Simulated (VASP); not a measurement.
Set up this calculation in VASP 6.6.1, as the native input.

```yaml
Task: single point
Functional: PBE
Potentials_or_basis: VASP PAW PBE potentials, release 64 (Tm_3, P), 4f in core
Cutoff: 500 eV
k_mesh: 6 × 6 × 4
Occupations: gaussian, width 0.1 eV
Spin: no spin polarisation
Dipole_correction: no
Mended: yes
Further_INCAR_settings: ALGO = Normal; EDIFF = 1e-06; NBANDS = 16
```

The structure of TmP2 lies in POSCAR:

```
TmP2
1.0
    3.5308148302     -0.0000000030      0.0000000000
   -1.7654074125      3.0577753405      0.0000000000
    0.0000000000      0.0000000000      7.2508555327
Tm P
1 2
Direct
    0.0000000000      0.0000000000      0.0000000000
    0.0000000000      0.0000000000      0.3645697556
    0.0000000000      0.0000000000      0.6354302444
```

The cell was built from a structure type or drawn by symmetry, and may not be a known phase.

These files were run (other wordings do the same):

INCAR

```
PREC = Accurate
ENCUT = 500
EDIFF = 1E-6
ISMEAR = 0
SIGMA = 0.1
LREAL = False
LASPH = True
NELM = 200
ALGO = Normal
ISIF = 2
LWAVE = False
LCHARG = False
GGA = PE
NBANDS = 16
GGA_COMPAT = False
LMAXMIX = 6
```

KPOINTS

```
Automatic mesh
0
Gamma
  6 6 4
```

Potentials or basis: VASP PAW PBE potentials, release 64 (Tm_3, P), 4f in core.

Launch:

```bash
$ cat potpaw_PBE.64/Tm_3/POTCAR potpaw_PBE.64/P/POTCAR > POTCAR
$ mpirun -np 1 vasp_std > vasp.out
```

Results of the run:

```json
{"Pressure": "0.2 GPa", "Largest force": "0.128 eV/Å", "Band gap on the k mesh": "zero (an odd number of electrons rules out a gap without spin polarisation)"}
```

Caveat: spin-orbit coupling is left out, which moves the levels of the heavy elements; the 4f electrons are frozen in the core, so they carry no moment and show no levels.

Wall time 25 s on 1 thread of Intel(R) Xeon(R) Platinum 8488C (Sapphire Rapids) (shared host), peak memory 0.2 GiB.
